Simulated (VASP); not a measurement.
# KMgF3 in VASP: further runs

The runs below take KMgF3 through relaxation of cell and atoms, single point, with PBEsol.

All numbers are computed with VASP 6.6.1; they aren't measurements. Logs are shortened: lines on timing, memory, paths and dates and some standing lists are left out, and cuts for length are marked.

## Step 1: The cell of the first run

It takes space group Pm-3m (No. 221, cubic). Conventional cell: a = 3.978 Å, b = 3.978 Å, c = 3.978 Å, α = 90.00°, β = 90.00°, γ = 90.00°. Within 3.7 Å of K (site symmetry m-3m) lie 12 F at 2.81 Å and 8 Mg at 3.45 Å. Within 2.6 Å of Mg (site symmetry m-3m) lie 6 F at 1.99 Å. F (site symmetry 4/mmm) has 2 Mg at 1.99 Å within 2.6 Å.

## Step 2: Relaxation of cell and atoms, PBEsol

File INCAR:

```
ALGO = Normal
EDIFF = 1E-7
EDIFFG = -0.005
ENCUT = 600
GGA = PS
GGA_COMPAT = F
IBRION = 2
ISIF = 3
ISMEAR = 0
LASPH = T
LCHARG = F
LREAL = F
LWAVE = F
NELM = 120
NELMIN = 4
NSW = 100
PREC = Accurate
SIGMA = 0.02
```

File KPOINTS:

```
k-points
0
Gamma
  6 6 6
```

File POSCAR:

```
KMgF3
1.0
    3.9784682300      0.0000000000      0.0000000000
    0.0000000000      3.9784682300      0.0000000000
    0.0000000000      0.0000000000      3.9784682300
K Mg F
1 1 3
Direct
    0.5000000000      0.5000000000      0.5000000000
    0.0000000000      0.0000000000      0.0000000000
    0.0000000000      0.5000000000      0.0000000000
    0.0000000000      0.0000000000      0.5000000000
    0.5000000000      0.0000000000      0.0000000000
```

Potentials or basis: VASP PAW PBE potentials, release 64 (K_sv, Mg, F).

Launch:

```
cat potpaw_PBE.64/K_sv/POTCAR potpaw_PBE.64/Mg/POTCAR potpaw_PBE.64/F/POTCAR > POTCAR
mpirun -np 1 vasp_std > vasp.out
```

OUTCAR:

```text
EDIFF = 1E-7
   EDIFFG = -0.005
   ENCUT = 600
   GGA = PS
   IBRION = 2
   ISIF = 3
   ISMEAR = 0
   LASPH = T
   LREAL = F
   NELM = 120
   NELMIN = 4
   NSW = 100
   PREC = Accurate

 ion  position               nearest neighbor table
   1  0.500  0.500  0.500-   3 2.81   4 2.81   5 2.81   3 2.81   5 2.81   4 2.81   5 2.81   5 2.81
                             3 2.81   4 2.81   3 2.81   4 2.81   2 3.45   2 3.45   2 3.45   2 3.45
   2  0.000  0.000  0.000-   3 1.99   4 1.99   5 1.99   4 1.99   3 1.99   5 1.99   1 3.45   1 3.45
                             1 3.45   1 3.45   1 3.45   1 3.45   1 3.45   1 3.45
   3  0.000  0.500  0.000-   2 1.99   2 1.99   1 2.81   1 2.81   1 2.81   1 2.81
   4  0.000  0.000  0.500-   2 1.99   2 1.99   1 2.81   1 2.81   1 2.81   1 2.81
   5  0.500  0.000  0.000-   2 1.99   2 1.99   1 2.81   1 2.81   1 2.81   1 2.81

  LATTYP: Found a simple cubic cell.
 ALAT       =     3.9784682300

  Lattice vectors:

 A1 = (   3.9784682300,   0.0000000000,   0.0000000000)
 A2 = (   0.0000000000,   3.9784682300,   0.0000000000)
 A3 = (   0.0000000000,   0.0000000000,   3.9784682300)

Analysis of symmetry for initial positions (statically):
=====================================================================
 Subroutine PRICEL returns:
 Original cell was already a primitive cell.

 Routine SETGRP: Setting up the symmetry group for a
 simple cubic supercell.

 Subroutine GETGRP returns: Found 48 space group operations
 (whereof 48 operations were pure point group operations)
 out of a pool of 48 trial point group operations.

The static configuration has the point symmetry O_h .

Analysis of symmetry for dynamics (positions and initial velocities):
=====================================================================
 Subroutine PRICEL returns:
 Original cell was already a primitive cell.

 Routine SETGRP: Setting up the symmetry group for a
 simple cubic supercell.

 Subroutine GETGRP returns: Found 48 space group operations
 (whereof 48 operations were pure point group operations)
 out of a pool of 48 trial point group operations.

The dynamic configuration has the point symmetry O_h .

 Subroutine INISYM returns: Found 48 space group operations
 (whereof 48 operations are pure point group operations),
 and found     1 'primitive' translations

----------------------------------------------------------------------------------------

                                     Primitive cell

  volume of cell :      62.9720

  direct lattice vectors                    reciprocal lattice vectors
     3.978468230  0.000000000  0.000000000     0.251353019  0.000000000  0.000000000
     0.000000000  3.978468230  0.000000000     0.000000000  0.251353019  0.000000000
     0.000000000  0.000000000  3.978468230     0.000000000  0.000000000  0.251353019

  length of vectors
     3.978468230  3.978468230  3.978468230     0.251353019  0.251353019  0.251353019

  position of ions in fractional coordinates (direct lattice)
     0.500000000  0.500000000  0.500000000
     0.000000000  0.000000000  0.000000000
     0.000000000  0.500000000  0.000000000
     0.000000000  0.000000000  0.500000000
     0.500000000  0.000000000  0.000000000

  ion indices of the primitive-cell ions
   primitive index   ion index
                 1           1
                 2           2
                 3           3
                 4           4
                 5           5

----------------------------------------------------------------------------------------

 KPOINTS: k-points

Automatic generation of k-mesh.
[... 68 lines left out ...]
   ISYM   =      2    0-nonsym 1-usesym 2-fastsym
   POTIM  = 0.5000    time-step for ionic-motion
   TEBEG  =    0.0;   TEEND  =   0.0 temperature during run
   PSTRESS=    0.0 pullay stress
   NELECT =      32.0000    total number of electrons
   NUPDOWN=      -1.0000    fix difference up-down
   EMIN   =  10.00;   EMAX   =-10.00  energy-range for DOS
   EFERMI =   0.00;   METHOD = LEGACY
   ISMEAR =     0;   SIGMA  =   0.02  broadening in eV -4-tet -1-fermi 0-gaus
   EFERMI_NEDOS =   21; number of points for ismear=-14 and -15
   IALGO  =     38    algorithm
   IMIX   =      4    mixing-type and parameters
     AMIX     =   0.40;   BMIX     =  1.00
     AMIX_MAG =   1.60;   BMIX_MAG =  1.00
  volume/ion in A,a.u.               =      12.59        84.99
  Fermi-wavevector in a.u.,A,eV,Ry     =   1.306398  2.468735 23.220743  1.706676
  Thomas-Fermi vector in A             =   2.437203
   LORBIT       =      0    0 simple, 1 ext, 2 COOP (PROOUT), +10 PAW based schemes
   GGA     = PS    functional components
   LHFCALC =     F    Hartree Fock is set to
   AEXX    =    0.0000 exact exchange contribution
   IVDW    =     0    specifies the selected vdW correction
   LEPSILON=     F    determine dielectric tensor
   LRPA    =     F    only Hartree local field effects (RPA)
 conjugate gradient relaxation of ions
 non-spin polarized calculation
 Gauss-broadening in eV      SIGMA  =   0.02
  energy-cutoff  :      600.00
  volume of cell :       62.97
 maximum number of plane-waves:      2176
 NGX is ok and might be reduce to    32
   NGX = 15   NGY = 15   NGZ = 15

--------------------------------------- Ionic step        1  -------------------------------------------

 number of electron      32.0000004 magnetization

 Free energy of the ion-electron system (eV)
  ---------------------------------------------------
  ext. energy  EPLUGINS =         0.00000000
  ---------------------------------------------------
  free energy    TOTEN  =       -25.26898787 eV

  energy without entropy =      -25.26898787  energy(sigma->0) =      -25.26898787

------------------------ aborting loop because EDIFF is reached ----------------------------------------

  FORCE on cell =-STRESS in cart. coord.  units (eV):
  Direction    XX          YY          ZZ          XY          YZ          ZX
  --------------------------------------------------------------------------------------
  -------------------------------------------------------------------------------------
  Total        0.1005915      0.1005915      0.1005915      0.0000000     -0.0000000      0.0000000
  in kB        2.5593173      2.5593173      2.5593173      0.0000000     -0.0000000      0.0000000
  external PRESSURE =       2.5593173 kB  Pullay stress =       0.0000000 kB

 VOLUME and BASIS-vectors are now :
 -----------------------------------------------------------------------------
  energy-cutoff  :      600.00
  volume of cell :       62.97
      direct lattice vectors                 reciprocal lattice vectors
     3.978468230  0.000000000  0.000000000     0.251353019  0.000000000  0.000000000
     0.000000000  3.978468230  0.000000000     0.000000000  0.251353019  0.000000000
     0.000000000  0.000000000  3.978468230     0.000000000  0.000000000  0.251353019

 POSITION                                       TOTAL-FORCE (eV/Angst)
 -----------------------------------------------------------------------------------
      1.98923      1.98923      1.98923         0.000000      0.000000      0.000000
      0.00000      0.00000      0.00000         0.000000      0.000000      0.000000
      0.00000      1.98923      0.00000         0.000000      0.000000      0.000000
      0.00000      0.00000      1.98923         0.000000      0.000000      0.000000
      1.98923      0.00000      0.00000         0.000000      0.000000      0.000000
 -----------------------------------------------------------------------------------
    total drift:                                0.000000      0.000000     -0.000000

  FREE ENERGIE OF THE ION-ELECTRON SYSTEM (eV)
  ---------------------------------------------------
  free  energy   TOTEN  =       -25.2689878651 eV

  energy  without entropy=      -25.2689878651  energy(sigma->0) =      -25.26898787

--------------------------------------- Ionic step        2  -------------------------------------------

 number of electron      32.0000007 magnetization

 Free energy of the ion-electron system (eV)
  ---------------------------------------------------
  ext. energy  EPLUGINS =         0.00000000
  ---------------------------------------------------
  free energy    TOTEN  =       -25.26915986 eV

  energy without entropy =      -25.26915986  energy(sigma->0) =      -25.26915986

 E-fermi :  -1.5738     XC(G=0):  -9.9583

 val. band max:       -1.6962482822   @ k =   0.5000   0.5000   0.5000
 cond. band min:       5.4486109156   @ k =   0.0000   0.0000   0.0000
 fundamental gap:      7.1448591977
 Fermi energy:        -1.5737546273

 k-point     1 :       0.0000    0.0000    0.0000
  band No.  band energies     occupation
      1     -27.1649      2.00000
      2     -21.7150      2.00000
      3     -21.0409      2.00000
      4     -21.0409      2.00000
      5     -10.7304      2.00000
      6     -10.7304      2.00000
[... 449 lines left out ...]
     19       8.6231      0.00000
     20      12.1305      0.00000

------------------------ aborting loop because EDIFF is reached ----------------------------------------

  FORCE on cell =-STRESS in cart. coord.  units (eV):
  Direction    XX          YY          ZZ          XY          YZ          ZX
  --------------------------------------------------------------------------------------
  -------------------------------------------------------------------------------------
  Total        0.0168285      0.0168285      0.0168285     -0.0000000     -0.0000000      0.0000000
  in kB        0.4269188      0.4269188      0.4269188     -0.0000000     -0.0000000      0.0000000
  external PRESSURE =       0.4269188 kB  Pullay stress =       0.0000000 kB

 VOLUME and BASIS-vectors are now :
 -----------------------------------------------------------------------------
  energy-cutoff  :      600.00
  volume of cell :       63.16
      direct lattice vectors                 reciprocal lattice vectors
     3.982329572  0.000000000  0.000000000     0.251109302 -0.000000000  0.000000000
     0.000000000  3.982329572  0.000000000    -0.000000000  0.251109302  0.000000000
    -0.000000000 -0.000000000  3.982329572    -0.000000000 -0.000000000  0.251109302

 POSITION                                       TOTAL-FORCE (eV/Angst)
 -----------------------------------------------------------------------------------
      1.99116      1.99116      1.99116         0.000000     -0.000000      0.000000
      0.00000      0.00000      0.00000         0.000000      0.000000      0.000000
      0.00000      1.99116      0.00000        -0.000000      0.000000      0.000000
     -0.00000     -0.00000      1.99116        -0.000000     -0.000000      0.000000
      1.99116      0.00000      0.00000         0.000000      0.000000      0.000000
 -----------------------------------------------------------------------------------
    total drift:                                0.000000      0.000000     -0.000000

  FREE ENERGIE OF THE ION-ELECTRON SYSTEM (eV)
  ---------------------------------------------------
  free  energy   TOTEN  =       -25.2691598633 eV

  energy  without entropy=      -25.2691598633  energy(sigma->0) =      -25.26915986

 reached required accuracy - stopping structural energy minimisation
```

Wall time 32 s (1 thread of Intel Xeon Platinum 8488C (Sapphire Rapids), shared host); peak memory 0.2 GiB.

Results:

- Free energy: -25.2692 eV
- Relaxed volume: 12.63 Å³/atom
- Relaxed cell: a = 3.982 Å, b = 3.982 Å, c = 3.982 Å, α = 90.00°, β = 90.00°, γ = 90.00°
- Space group after relaxing (to 0.05 Å): Pm-3m (No. 221)
- Energy gained by relaxing: 0.0 meV/atom
- Ionic steps: 2
- Pressure after relaxing: 0.0 GPa
- Band gap on the k mesh: 7.14 eV, indirect (least direct gap 7.47 eV)

Step by step:
```csv
step,energy change (eV),largest force (eV/Å),pressure (GPa),volume (Å³)
1,0.0000,0.0000,0.26,62.97
2,-0.0002,0.0000,0.04,63.16
```

Final structure:
```xyz
5
Lattice="3.9823 0.0000 0.0000 0.0000 3.9823 0.0000 0.0000 0.0000 3.9823" Properties=species:S:1:pos:R:3 pbc="T T T"
K     1.9912    1.9912    1.9912
Mg    0.0000    0.0000    0.0000
F     0.0000    1.9912    0.0000
F     0.0000    0.0000    1.9912
F     1.9912    0.0000    0.0000
```

Levels at points of the mesh, in eV from the valence-band top:
```tsv
k point	band 13	band 14	band 15	band 16	band 17	band 18	band 19	band 20
(0.00, 0.00, 0.00)	-0.64	-0.32	-0.32	-0.32	7.14	9.95	9.95	12.15
(0.50, 0.00, 0.00)	-0.88	-0.88	-0.54	-0.54	9.97	10.32	11.02	12.75
(0.50, 0.50, 0.00)	-1.06	-0.91	-0.91	-0.02	10.83	11.60	12.47	12.47
(0.50, 0.50, 0.50)	-1.13	0.00	0.00	0.00	10.32	10.32	10.32	13.83
```

Caveat: the PAW data sets were made with another functional, which shifts forces and pressure a little.

## Step 3: Single point, PBEsol (uniaxial strain along a: +3.0 %)

File INCAR:

```
PREC     = Accurate       # precision mode
ENCUT    = 600            # plane-wave cutoff, eV
EDIFF    = 1E-6           # SCF threshold, eV
ISMEAR   = 0              # smearing method
SIGMA    = 0.02           # smearing width, eV
LREAL    = False          # projectors in reciprocal space
LASPH    = True           # aspherical terms in the spheres
NELM     = 120            # most SCF steps
ALGO     = Normal         # electronic algorithm
ISIF     = 2              # what is computed and relaxed
LWAVE    = False          # write WAVECAR
LCHARG   = True           # write CHGCAR
GGA      = PS             # functional
LELF     = True           # ELF
LVHAR    = True         
NBANDS   = 24             # bands
GGA_COMPAT= False
```

File KPOINTS:

```
Automatic mesh
0
Gamma
  6 6 6
```

Edit POSCAR of step 2 so:

```diff
@@ -2,5 +2,5 @@
 1.0
-    3.9784682300      0.0000000000      0.0000000000
-    0.0000000000      3.9784682300      0.0000000000
-    0.0000000000      0.0000000000      3.9784682300
+    4.1109913916      0.0000000000      0.0000000000
+    0.0000000000      3.9613193749      0.0000000000
+    0.0000000000      0.0000000000      3.9613193749
 K Mg F
```

Potentials or basis: VASP PAW PBE potentials, release 64 (K_sv, Mg, F).

Launch:

```
cat potpaw_PBE.64/K_sv/POTCAR potpaw_PBE.64/Mg/POTCAR potpaw_PBE.64/F/POTCAR > POTCAR
mpirun -np 1 vasp_std > vasp.out
```

OUTCAR:

```text
PREC = Accurate
   ENCUT = 600
   EDIFF = 1E-6
   ISMEAR = 0
   LREAL = False
   LASPH = True
   NELM = 120
   ISIF = 2
   GGA = PS

 ion  position               nearest neighbor table
   1  0.500  0.500  0.500-   5 2.80   5 2.80   5 2.80   5 2.80   4 2.85   4 2.85   3 2.85   3 2.85
                             3 2.85   4 2.85   3 2.85   4 2.85   2 3.47   2 3.47   2 3.47   2 3.47
   2  0.000  0.000  0.000-   3 1.98   4 1.98   4 1.98   3 1.98   5 2.06   5 2.06   1 3.47   1 3.47
                             1 3.47   1 3.47   1 3.47   1 3.47   1 3.47   1 3.47
   3  0.000  0.500  0.000-   2 1.98   2 1.98   1 2.85   1 2.85   1 2.85   1 2.85
   4  0.000  0.000  0.500-   2 1.98   2 1.98   1 2.85   1 2.85   1 2.85   1 2.85
   5  0.500  0.000  0.000-   2 2.06   2 2.06   1 2.80   1 2.80   1 2.80   1 2.80

  LATTYP: Found a simple tetragonal cell.
 ALAT       =     3.9613193749
 C/A-ratio  =     1.0377833753

  Lattice vectors:

 A1 = (   0.0000000000,   3.9613193749,   0.0000000000)
 A2 = (   0.0000000000,   0.0000000000,   3.9613193749)
 A3 = (   4.1109913916,   0.0000000000,   0.0000000000)

Analysis of symmetry for initial positions (statically):
=====================================================================
 Subroutine PRICEL returns:
[... 183 lines left out ...]
 Fermi energy:        -1.5869408514

 k-point     1 :       0.0000    0.0000    0.0000
  band No.  band energies     occupation
      1     -27.3128      2.00000
      2     -21.7844      2.00000
      3     -21.1673      2.00000
      4     -21.0545      2.00000
      5     -10.8979      2.00000
      6     -10.8619      2.00000
[... 637 lines left out ...]
     23      12.0245      0.00000
     24      13.2020      0.00000

 [... further k-points ...]

------------------------ aborting loop because EDIFF is reached ----------------------------------------

  FORCE on cell =-STRESS in cart. coord.  units (eV):
  Direction    XX          YY          ZZ          XY          YZ          ZX
  --------------------------------------------------------------------------------------
  -------------------------------------------------------------------------------------
  Total       -1.4071470     -0.0998258     -0.0998258      0.0000000      0.0000000      0.0000000
  in kB      -34.9481153     -2.4792879     -2.4792879      0.0000000      0.0000000      0.0000000
  external PRESSURE =     -13.3022304 kB  Pullay stress =       0.0000000 kB

 VOLUME and BASIS-vectors are now :
 -----------------------------------------------------------------------------
  energy-cutoff  :      600.00
  volume of cell :       64.51
      direct lattice vectors                 reciprocal lattice vectors
     4.110991392  0.000000000  0.000000000     0.243250327  0.000000000  0.000000000
     0.000000000  3.961319375  0.000000000     0.000000000  0.252441145  0.000000000
     0.000000000  0.000000000  3.961319375     0.000000000  0.000000000  0.252441145

 POSITION                                       TOTAL-FORCE (eV/Angst)
 -----------------------------------------------------------------------------------
      2.05550      1.98066      1.98066         0.000000      0.000000      0.000000
      0.00000      0.00000      0.00000         0.000000      0.000000      0.000000
      0.00000      1.98066      0.00000         0.000000      0.000000      0.000000
      0.00000      0.00000      1.98066         0.000000      0.000000      0.000000
      2.05550      0.00000      0.00000         0.000000      0.000000      0.000000
 -----------------------------------------------------------------------------------
    total drift:                                0.000000      0.000000     -0.000000

  FREE ENERGIE OF THE ION-ELECTRON SYSTEM (eV)
  ---------------------------------------------------
  free  energy   TOTEN  =       -25.2506618947 eV

  energy  without entropy=      -25.2506618947  energy(sigma->0) =      -25.25066189
```

OSZICAR:

```text
N       E                     dE             d eps       ncg     rms          rms(c)
DAV:   1     0.239888548365E+03    0.23989E+03   -0.18533E+04  1944   0.143E+03
DAV:   2    -0.142460059128E+02   -0.25413E+03   -0.24240E+03  2400   0.358E+02
DAV:   3    -0.266252550246E+02   -0.12379E+02   -0.12305E+02  2720   0.742E+01
DAV:   4    -0.271225872921E+02   -0.49733E+00   -0.49725E+00  2560   0.908E+00
DAV:   5    -0.271260402470E+02   -0.34530E-02   -0.34529E-02  2624   0.768E-01    0.811E+00
DAV:   6    -0.252827040862E+02    0.18433E+01   -0.58581E+00  2256   0.173E+01    0.400E+00
DAV:   7    -0.252614871488E+02    0.21217E-01   -0.23878E-01  2376   0.272E+00    0.236E+00
DAV:   8    -0.252509760345E+02    0.10511E-01   -0.67003E-02  2408   0.242E+00    0.307E-01
DAV:   9    -0.252504625851E+02    0.51345E-03   -0.13103E-02  2560   0.796E-01    0.141E-01
DAV:  10    -0.252506799529E+02   -0.21737E-03   -0.82766E-04  2344   0.192E-01    0.109E-01
DAV:  11    -0.252506653414E+02    0.14611E-04   -0.72517E-05  2488   0.644E-02    0.533E-02
DAV:  12    -0.252506616924E+02    0.36490E-05   -0.53273E-05  2176   0.529E-02    0.395E-03
DAV:  13    -0.252506618947E+02   -0.20234E-06   -0.19577E-06  2240   0.815E-03
   1 F= -.25250662E+02 E0= -.25250662E+02  d E =-.118668E-44
```

It took 41 s on 1 thread of Intel Xeon Platinum 8488C (Sapphire Rapids), shared host; peak memory 0.23 GiB.

What came out:

* Free energy: -25.2507 eV
* Pressure: -1.3 GPa
* Band gap on the k mesh: 6.97 eV, indirect (least direct gap 7.31 eV)

Caveat: the cell differs from its parent crystal (uniaxial strain along a: +3.0 %); the PAW data sets were made with another functional, which shifts forces and pressure a little. A k mesh can miss the band edges.

(Continued in part 2 of 2.)
